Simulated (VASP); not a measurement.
# Si4O in VASP: further runs

Si4O is run at these levels: PBE+D3(BJ); tasks: single point.

Program: VASP 6.6.1. These are calculated values, not measurements. Logs are shortened: lines on timing, memory, paths and dates and some standing lists are left out, and cuts for length are marked.

## 1. The cell of the first run

The cell holds a slab with vacuum, 5 atoms: a = 3.833 Å, b = 3.833 Å, c = 21.203 Å, α = 90.00°, β = 90.00°, γ = 90.00°.

## 2. Single point, PBE+D3(BJ), collinear spin, ferromagnetic start

Input file INCAR:

```
SYSTEM = Si4O
PREC = Accurate
ENCUT = 520
EDIFF = 1E-6
ISMEAR = 0
SIGMA = 0.05
LREAL = .False.
LASPH = .True.
NELM = 150
ALGO = Normal
ISIF = 2
LWAVE = .False.
LCHARG = .True.
ISPIN = 2
MAGMOM = 0 0 0 0 2
LORBIT = 11
LDIPOL = .True.
IDIPOL = 3
DIPOL = 0.5 0.5 0.329
GGA = PE
IVDW = 12
LELF = .True.
LVHAR = .True.
LVACPOTAV = .True.
NBANDS = 23
```

Input file KPOINTS:

```
regular mesh
0
Gamma
  7 7 1
  0 0 0
```

Input file POSCAR:

```
Si4O
1.0
    3.8333442603      0.0000000000      0.0000000000
    0.0000000000      3.8333442603      0.0000000000
    0.0000000000      0.0000000000     21.2034818054
Si O
4 1
Direct
    0.0000000000      0.5000000000      0.1886482624
    0.0000000000      0.0000000000      0.2525666261
    0.5000000000      0.0000000000      0.3191936744
    0.5000000000      0.5000000000      0.3821769405
    1.0000000000      0.7500000000      0.5000821046
```

Potentials or basis: VASP PAW PBE potentials, release 64 (Si, O).

On the command line:

```sh
cat potpaw_PBE.64/Si/POTCAR potpaw_PBE.64/O/POTCAR > POTCAR
mpirun -np 1 vasp_std > vasp.out
```

OUTCAR:

```text
SYSTEM = Si4O
   PREC = Accurate
   ENCUT = 520
   EDIFF = 1E-6
   ISMEAR = 0
   LREAL = .False.
   LASPH = .True.
   NELM = 150
   ISIF = 2
   ISPIN = 2
   LORBIT = 11
   GGA = PE
   IVDW = 12
 IVDW          = 12

 ion  position               nearest neighbor table
   1  0.000  0.500  0.189-   2 2.35   2 2.35
   2  0.000  0.000  0.253-   1 2.35   1 2.35   3 2.38   3 2.38
   3  0.500  0.000  0.319-   4 2.34   4 2.34   2 2.38   2 2.38
   4  0.500  0.500  0.382-   3 2.34   3 2.34
   5  0.000  0.750  0.500-

  LATTYP: Found a simple tetragonal cell.
 ALAT       =     3.8333442603
 C/A-ratio  =     5.5313273125

  Lattice vectors:

 A1 = (   3.8333442603,   0.0000000000,   0.0000000000)
 A2 = (   0.0000000000,   3.8333442603,   0.0000000000)
 A3 = (   0.0000000000,   0.0000000000,  21.2034818054)

Analysis of symmetry for initial positions (statically):
=====================================================================
 Subroutine PRICEL returns:
 Original cell was already a primitive cell.

 Routine SETGRP: Setting up the symmetry group for a
 simple tetragonal supercell.

 Subroutine GETGRP returns: Found  2 space group operations
 (whereof  2 operations were pure point group operations)
 out of a pool of 16 trial point group operations.

The static configuration has the point symmetry C_1h.

Analysis of symmetry for dynamics (positions and initial velocities):
=====================================================================
 Subroutine PRICEL returns:
 Original cell was already a primitive cell.

 Routine SETGRP: Setting up the symmetry group for a
 simple tetragonal supercell.

 Subroutine GETGRP returns: Found  2 space group operations
 (whereof  2 operations were pure point group operations)
 out of a pool of 16 trial point group operations.

The dynamic configuration has the point symmetry C_1h.

Analysis of structural, dynamic, and magnetic symmetry:
=====================================================================
 Subroutine PRICEL returns:
 Original cell was already a primitive cell.

 Routine SETGRP: Setting up the symmetry group for a
 simple tetragonal supercell.

 Subroutine GETGRP returns: Found  2 space group operations
 (whereof  2 operations were pure point group operations)
 out of a pool of 16 trial point group operations.

The overall configuration has the point symmetry C_1h.

 Subroutine INISYM returns: Found  2 space group operations
 (whereof  2 operations are pure point group operations),
 and found     1 'primitive' translations

----------------------------------------------------------------------------------------

                                     Primitive cell

  volume of cell :     311.5752

  direct lattice vectors                    reciprocal lattice vectors
     3.833344260  0.000000000  0.000000000     0.260868822  0.000000000  0.000000000
     0.000000000  3.833344260  0.000000000     0.000000000  0.260868822  0.000000000
     0.000000000  0.000000000 21.203481805     0.000000000  0.000000000  0.047162066

  length of vectors
     3.833344260  3.833344260 21.203481805     0.260868822  0.260868822  0.047162066

  position of ions in fractional coordinates (direct lattice)
     0.000000000  0.500000000  0.188648262
     0.000000000  0.000000000  0.252566626
     0.500000000  0.000000000  0.319193674
     0.500000000  0.500000000  0.382176941
     0.000000000  0.750000000  0.500082105

  ion indices of the primitive-cell ions
   primitive index   ion index
                 1           1
                 2           2
                 3           3
                 4           4
                 5           5

----------------------------------------------------------------------------------------

 KPOINTS: regular mesh

Automatic generation of k-mesh.
 Grid dimensions read from file:
 generate k-points for:    7    7    1

 Generating k-lattice:

[... 22 lines left out ...]
  0.000000  0.285714  0.000000      2.000000
  0.428571  0.000000  0.000000      2.000000
[... 8 lines left out ...]
 -0.285714  0.428571  0.000000      4.000000
  0.428571  0.428571  0.000000      4.000000
   k-points           NKPTS =     16   k-points in BZ     NKDIM =     16   number of bands    NBANDS=     23
   number of dos      NEDOS =    301   number of ions     NIONS =      5
   total plane-waves  NPLWV = 144000
   dimension x,y,z NGX =    30 NGY =   30 NGZ =  160
   dimension x,y,z NGXF=    60 NGYF=   60 NGZF=  320
   ions per type =               4   1
   NGX,Y,Z   is equivalent  to a cutoff of  13.01, 13.01, 12.54 a.u.
   NGXF,Y,Z  is equivalent  to a cutoff of  26.02, 26.02, 25.09 a.u.
 SYSTEM =  Si4O
   PREC   = accura    normal or accurate (medium, high low for compatibility)
   ISTART =      0    job   : 0-new  1-cont  2-samecut
   ICHARG =      2    charge: 1-file 2-atom 10-const
   ISPIN  =      2    spin polarized calculation?
   LNONCOLLINEAR =      F non collinear calculations
   LSORBIT =      F    spin-orbit coupling
   LASPH  =      T    aspherical Exc in radial PAW
   ENCUT  =  520.0 eV  38.22 Ry    6.18 a.u.   7.13  7.13 39.42*2*pi/ulx,y,z
   NELM   =    150;   NELMIN=  2; NELMDL= -5     # of ELM steps
   EDIFF  = 0.1E-05   stopping-criterion for ELM
   LREAL  =      F    real-space projection
   EDIFFG = 0.1E-04   stopping-criterion for IOM
   NSW    =      0    number of steps for IOM
   IBRION =     -1    ionic relax: 0-MD 1-quasi-New 2-CG
   NFREE  =      0    steps in history (QN), initial steepest desc. (CG)
   ISIF   =      2    stress and relaxation
   ISYM   =      2    0-nonsym 1-usesym 2-fastsym
   POTIM  = 0.5000    time-step for ionic-motion
   TEBEG  =    0.0;   TEEND  =   0.0 temperature during run
   PSTRESS=    0.0 pullay stress
   NELECT =      22.0000    total number of electrons
   NUPDOWN=      -1.0000    fix difference up-down
   EMIN   =  10.00;   EMAX   =-10.00  energy-range for DOS
   EFERMI =   0.00;   METHOD = LEGACY
   ISMEAR =     0;   SIGMA  =   0.05  broadening in eV -4-tet -1-fermi 0-gaus
   EFERMI_NEDOS =   21; number of points for ismear=-14 and -15
   IALGO  =     38    algorithm
   IMIX   =      4    mixing-type and parameters
     AMIX     =   0.40;   BMIX     =  1.00
     AMIX_MAG =   1.60;   BMIX_MAG =  1.00
  volume/ion in A,a.u.               =      62.32       420.52
  Fermi-wavevector in a.u.,A,eV,Ry     =   0.676646  1.278675  6.229423  0.457850
  Thomas-Fermi vector in A             =   1.754020
   LORBIT       =     11    0 simple, 1 ext, 2 COOP (PROOUT), +10 PAW based schemes
   GGA     = PE    functional components
   LHFCALC =     F    Hartree Fock is set to
   AEXX    =    0.0000 exact exchange contribution
   IVDW    =    12    specifies the selected vdW correction
   LEPSILON=     F    determine dielectric tensor
   LRPA    =     F    only Hartree local field effects (RPA)
 spin polarized calculation
 Gauss-broadening in eV      SIGMA  =   0.05
  energy-cutoff  :      520.00
  volume of cell :      311.58
 maximum number of plane-waves:      8422
 NGX is ok and might be reduce to    30
   NGX = 15   NGY = 15   NGZ = 79

 dipolmoment           0.000000      0.000000     -0.000017 electrons x Angstroem

 number of electron      22.0000002 magnetization       1.6272254

 dipolmoment           0.000000      0.000000      0.167580 electrons x Angstroem

 Free energy of the ion-electron system (eV)
  ---------------------------------------------------
  ext. energy  EPLUGINS =         0.00000000
  ---------------------------------------------------
  free energy    TOTEN  =       -20.44388702 eV

  energy without entropy =      -20.43678390  energy(sigma->0) =      -20.44033546

 E-fermi :  -3.0302     XC(G=0):  -3.7751

 val. band max:       -3.0338105589   @ k =   0.4286   0.0000   0.0000
 cond. band min:      -3.0291499838   @ k =   0.0000   0.2857   0.0000
 fundamental gap:      0.0046605751
 Fermi energy:        -3.0301800778

 spin component 1

 k-point     1 :       0.0000    0.0000    0.0000
  band No.  band energies     occupation
      1     -20.5092      1.00000
      2     -13.9491      1.00000
      3     -11.7896      1.00000
      4      -8.4431      1.00000
      5      -6.2434      1.00000
      6      -5.7733      1.00000
[... 405 lines left out ...]
     22       5.8046      0.00000
     23       6.2641      0.00000
 Fermi energy:        -3.0301800778

 spin component 2

 k-point     1 :       0.0000    0.0000    0.0000
  band No.  band energies     occupation
      1     -17.5205      1.00000
      2     -13.9596      1.00000
      3     -11.8116      1.00000
      4      -8.4648      1.00000
      5      -5.0219      1.00000
      6      -4.7599      1.00000
[... 405 lines left out ...]
     22       5.7687      0.00000
     23       6.2276      0.00000

------------------------ aborting loop because EDIFF is reached ----------------------------------------

 Edisp (eV)   -0.99120

 E8    (eV) :    -0.4227

  FORCE on cell =-STRESS in cart. coord.  units (eV):
  Direction    XX          YY          ZZ          XY          YZ          ZX
  --------------------------------------------------------------------------------------
  -------------------------------------------------------------------------------------
  Total      -4.87211    -1.64064    -2.81793     0.00000    -0.85280     0.00000
  in kB     -25.05328    -8.43645   -14.49031     0.00000    -4.38527     0.00000
  external pressure =      -15.99 kB  Pullay stress =        0.00 kB

 VOLUME and BASIS-vectors are now :
 -----------------------------------------------------------------------------
  energy-cutoff  :      520.00
  volume of cell :      311.58
      direct lattice vectors                 reciprocal lattice vectors
     3.833344260  0.000000000  0.000000000     0.260868822  0.000000000  0.000000000
     0.000000000  3.833344260  0.000000000     0.000000000  0.260868822  0.000000000
     0.000000000  0.000000000 21.203481805     0.000000000  0.000000000  0.047162066

 POSITION                                       TOTAL-FORCE (eV/Angst)
 -----------------------------------------------------------------------------------
      0.00000      1.91667      4.00000         0.000000      0.029104     -0.055694
      0.00000      0.00000      5.35529         0.000000      0.032825      0.191863
      1.91667      0.00000      6.76802         0.000000     -0.092812      0.007371
      1.91667      1.91667      8.10348         0.000000      0.331273      0.742186
      0.00000      2.87501     10.60348         0.000000     -0.300390     -0.885726
 -----------------------------------------------------------------------------------
    total drift:                                0.000000     -0.000306      0.005544

  FREE ENERGIE OF THE ION-ELECTRON SYSTEM (eV)
  ---------------------------------------------------
  free  energy   TOTEN  =       -21.4350843093 eV

  energy  without entropy=      -21.4279811906  energy(sigma->0) =      -21.43153275

 vacuum level on the upper side and lower side of the slab         4.419         2.356

 total charge

# of ion       s       p       d       tot
------------------------------------------
    1        0.865   0.723   0.000   1.587
    2        0.776   0.895   0.000   1.671
    3        0.776   0.898   0.000   1.674
    4        0.863   0.693   0.000   1.556
    5        1.619   2.948   0.000   4.567
--------------------------------------------------
tot          4.898   6.158   0.000  11.055

 magnetization (x)

# of ion       s       p       d       tot
------------------------------------------
    1       -0.004  -0.028   0.000  -0.031
    2        0.002  -0.013   0.000  -0.011
    3        0.005  -0.000   0.000   0.004
    4        0.019  -0.004   0.000   0.015
    5        0.014   1.374   0.000   1.389
--------------------------------------------------
tot          0.036   1.329   0.000   1.366
```

Wall time 16 min (1 thread of Intel Xeon 6975P-C (Granite Rapids), shared host); peak memory 0.6 GiB.

What came out:

```
Free energy                                           : -21.4351 eV
Largest force                                         : 0.935 eV/Å
Net moment                                            : 1.63 μB per cell
Site moments                                          : Si -0.03, -0.01, +0.00, +0.01; O +1.39 μB
Valence electrons inside the program's atomic spheres : Si 1.59, 1.67, 1.56 (each value once); O 4.57
Dispersion energy per atom                            : -0.198 eV
```

Forces in eV/Å, atoms in the order of the input:
```
Si   0.000  0.029 -0.056
Si   0.000  0.033  0.192
Si   0.000 -0.093  0.007
Si   0.000  0.331  0.742
O    0.000 -0.300 -0.886
```

## 3. Single point, PBE+D3(BJ), collinear spin, ferromagnetic start

Input file INCAR:

```
SYSTEM = Si4O
ALGO     = Normal         ! electronic algorithm
DIPOL    = 0.5 0.5 0.329
EDIFF    = 1E-6           ! SCF threshold, eV
ENCUT    = 520            ! plane-wave cutoff, eV
GGA      = PE             ! functional
IDIPOL   = 3            
ISIF     = 2              ! what is computed and relaxed
ISMEAR   = 0              ! smearing method
ISPIN    = 2              ! spin polarisation
IVDW     = 12             ! dispersion correction
LASPH    = .TRUE.         ! aspherical terms in the spheres
LCHARG   = .TRUE.         ! write CHGCAR
LDIPOL   = .TRUE.       
LELF     = .TRUE.         ! ELF
LORBIT   = 11             ! projections on sites
LREAL    = .FALSE.        ! projectors in reciprocal space
LVACPOTAV= .TRUE.       
LVHAR    = .TRUE.       
LWAVE    = .FALSE.        ! write WAVECAR
MAGMOM   = 0 0 0 0 2      ! initial moments
NBANDS   = 23             ! bands
NELM     = 150            ! most SCF steps
PREC     = Accurate       ! precision mode
SIGMA    = 0.05           ! smearing width, eV
```

Input file KPOINTS:

```
k-points
0
G
  7 7 1
  0 0 0
```

POSCAR: that of step 2 with these lines changed.

```diff
@@ -12,2 +12,2 @@
     0.5000000000      0.5000000000      0.3821769405
-    1.0000000000      0.7500000000      0.5000821046
+    0.5000000000      0.6250000000      0.5000821046
```

Potentials or basis: VASP PAW PBE potentials, release 64 (Si, O).

On the command line:

```sh
cat potpaw_PBE.64/Si/POTCAR potpaw_PBE.64/O/POTCAR > POTCAR
mpirun -np 1 vasp_std > vasp.out
```

It took 5.3 min on 1 thread of Intel Xeon 6975P-C (Granite Rapids), shared host; peak memory 0.59 GiB.

The run converged. Its results:

| Item | Value |
| --- | --- |
| Free energy | -22.0897 eV |
| Largest force | 2.635 eV/Å |
| Net moment | 1.28 μB per cell |
| Site moments | Si +0.00, -0.01, -0.04 (each value once); O +1.12 μB |
| Valence electrons inside the program's atomic spheres | Si 1.59, 1.67, 1.53 (each value once); O 4.59 |
| Dispersion energy per atom | -0.197 eV |

Forces in eV/Å, atoms in the order of the input:
```
Si   0.000  0.028 -0.127
Si   0.000  0.053  0.263
Si   0.000 -0.147  0.295
Si   0.000  0.581  2.152
O    0.000 -0.515 -2.584
```

Levels at points of the mesh, in eV from the Fermi level:
Spin up:
```tsv
k point	band 9	band 10	band 11	band 12	band 13	band 14
(0.00, 0.00, 0.00)	-1.86	-1.04	-0.72	0.81	1.19	1.71
```
Spin down:
| k point | band 7 | band 8 | band 9 | band 10 | band 11 | band 12 | band 13 | band 14 |
| --- | --- | --- | --- | --- | --- | --- | --- | --- |
| (0.00, 0.00, 0.00) | -1.89 | -0.78 | -0.51 | 0.11 | 0.33 | 1.00 | 1.23 | 1.70 |

## 4. Single point, PBE+D3(BJ), collinear spin, ferromagnetic start

Input file INCAR:

```
SYSTEM = Si4O
PREC = Accurate
ENCUT = 520
EDIFF = 1E-6
ISMEAR = 0
SIGMA = 0.05
LREAL = .False.
LASPH = .True.
NELM = 150
ALGO = Normal
ISIF = 2
LWAVE = .False.
LCHARG = .False.
ISPIN = 2
MAGMOM = 0 0 0 0 2
LORBIT = 11
LDIPOL = .True.
IDIPOL = 3
DIPOL = 0.5 0.5 0.329
GGA = PE
IVDW = 12
NBANDS = 23
```

Input file KPOINTS:

```
regular mesh
0
Gamma
  7 7 1
  0 0 0
```

POSCAR: that of step 3 with these lines changed.

```diff
@@ -12,2 +12,2 @@
     0.5000000000      0.5000000000      0.3821769405
-    0.5000000000      0.6250000000      0.5000821046
+    0.6250000000      1.0000000000      0.5000821046
```

On the command line:

```sh
cat potpaw_PBE.64/Si/POTCAR potpaw_PBE.64/O/POTCAR > POTCAR
mpirun -np 1 vasp_std > vasp.out
```

Run time: 6.3 min. Hardware: 1 thread of Intel Xeon 6975P-C (Granite Rapids), shared host; peak memory 0.58 GiB.

The run converged. Its results:

```yaml
Free_energy: -21.3768 eV
Largest_force: 0.701 eV/Å
Net_moment: 1.77 μB per cell
Site_moments: Si +0.01, -0.00, -0.01 (each value once); O +1.39 μB
Valence_electrons_inside_the_program's_atomic_spheres: Si 1.58, 1.67, 1.56 (each value once); O 4.58
Dispersion_energy_per_atom: -0.198 eV
```

Forces on the atoms (eV/Å):
```
Si   0.019  0.000  0.026
Si  -0.021  0.000  0.113
Si   0.033  0.000  0.006
Si   0.052  0.000  0.551
O   -0.083  0.000 -0.696
```

Levels at points of the mesh, in eV from the Fermi level:
Spin up:
```csv
k point,band 9,band 10,band 11,band 12,band 13,band 14,band 15,band 16
"(0.00, 0.00, 0.00)",-1.42,-1.31,-0.58,0.62,1.32,1.82,1.97,3.12
```
Spin down:
| k point | band 8 | band 9 | band 10 | band 11 | band 12 | band 13 |
| --- | --- | --- | --- | --- | --- | --- |
| (0.00, 0.00, 0.00) | -0.59 | -0.06 | 0.03 | 0.67 | 1.05 | 1.37 |

## 5. Single point, PBE+D3(BJ), collinear spin, ferromagnetic start

Input file INCAR:

```
SYSTEM = Si4O
PREC = Accurate ; ENCUT = 520
EDIFF = 1E-6 ; ISMEAR = 0
SIGMA = 0.05 ; LREAL = .FALSE.
LASPH = .TRUE. ; NELM = 150
ALGO = Normal ; ISIF = 2
LWAVE = .FALSE. ; LCHARG = .TRUE.
ISPIN = 2 ; MAGMOM = 0 0 0 0 2
LORBIT = 11 ; LDIPOL = .TRUE.
IDIPOL = 3 ; DIPOL = 0.5 0.5 0.329
GGA = PE ; IVDW = 12
LELF = .TRUE. ; LVHAR = .TRUE.
LVACPOTAV = .TRUE. ; NBANDS = 23
```

Input file KPOINTS:

```
regular mesh
0
G
  7 7 1
  0 0 0
```

POSCAR: that of step 4 with these lines changed.

```diff
@@ -12,2 +12,2 @@
     0.5000000000      0.5000000000      0.3821769405
-    0.6250000000      1.0000000000      0.5000821046
+    1.0000000000      0.6250000000      0.5000821046
```

On the command line:

```sh
cat potpaw_PBE.64/Si/POTCAR potpaw_PBE.64/O/POTCAR > POTCAR
mpirun -np 1 vasp_std > vasp.out
```

Wall time 6.6 min (1 thread of Intel Xeon 6975P-C (Granite Rapids), shared host); peak memory 0.59 GiB.

Results (log left out):

```
Free energy                                           : -21.5724 eV
Largest force                                         : 1.231 eV/Å
Net moment                                            : 1.48 μB per cell
Site moments                                          : Si -0.04, -0.01, -0.00 (each value once); O +1.32 μB
Valence electrons inside the program's atomic spheres : Si 1.58, 1.67, 1.55 (each value once); O 4.59
Dispersion energy per atom                            : -0.198 eV
```

Forces in eV/Å, atoms in the order of the input:
```
Si   0.000  0.020 -0.109
Si   0.000  0.023  0.251
Si   0.000 -0.066  0.062
Si   0.000  0.249  1.007
O    0.000 -0.226 -1.210
```

Levels at points of the mesh, in eV from the Fermi level:
Spin up:
```tsv
k point	band 10	band 11	band 12	band 13	band 14	band 15
(0.00, 0.00, 0.00)	-1.27	-0.64	0.63	1.30	1.76	1.95
```
Spin down:
```csv
k point,band 8,band 9,band 10,band 11,band 12,band 13
"(0.00, 0.00, 0.00)",-0.67,-0.22,-0.06,0.86,1.00,1.28
```

## 6. Summary

| cell | gap on the mesh (eV) | moment (μB) | largest force (eV/Å) |
| --- | --- | --- | --- |
| as given, atomic positions A | none | 1.63 | 0.94 |
| as given, atomic positions B | none | 1.28 | 2.64 |
| as given, atomic positions C | none | 1.77 | 0.70 |
| as given, atomic positions D | none | 1.48 | 1.23 |

Alike in all rows: task single point; level PBE+D3(BJ); potentials or basis VASP PAW PBE potentials, release 64 (Si, O); spin collinear, ferromagnetic start; k mesh 7 × 7 × 1; cutoff (eV) 520; smearing gaussian 0.05 eV.

Total energies depend on the potentials used, so only differences within one code and one set of settings carry meaning.
